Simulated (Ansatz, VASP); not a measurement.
Two plane-wave programs on CaO

```xyz
2
Lattice="0.0000 2.4215 2.4215 2.4215 0.0000 2.4215 2.4215 2.4215 0.0000" Properties=species:S:1:pos:R:3 pbc="T T T"
Ca    0.0000    0.0000    0.0000
O     2.4215    2.4215    2.4215
```

Change from the starting cell: hydrostatic strain +1.0%.

Alike in both runs: task single point; functional r2SCAN; k mesh 10 × 10 × 10; no spin polarisation.

|  | VASP | Ansatz |
| --- | --- | --- |
| version | VASP 6.6.1 | Ansatz 0.2.0 |
| potentials or method | VASP PAW PBE potentials, release 64 (Ca_sv, O) | plane waves, PAW |
| plane-wave cutoff (eV) | 520 | 500 |
| occupations | gaussian, width 0.01 eV | fixed |
| valence electrons in the cell | 16 | 16 |

```csv
,VASP,Ansatz,Ansatz less VASP
gap on the k mesh at the Fermi level (eV),4.19,4.20,+0.010
pressure (GPa),-2.4,-3.3,-0.92
```

VASP's potentials were made for PBE, not for r2SCAN.
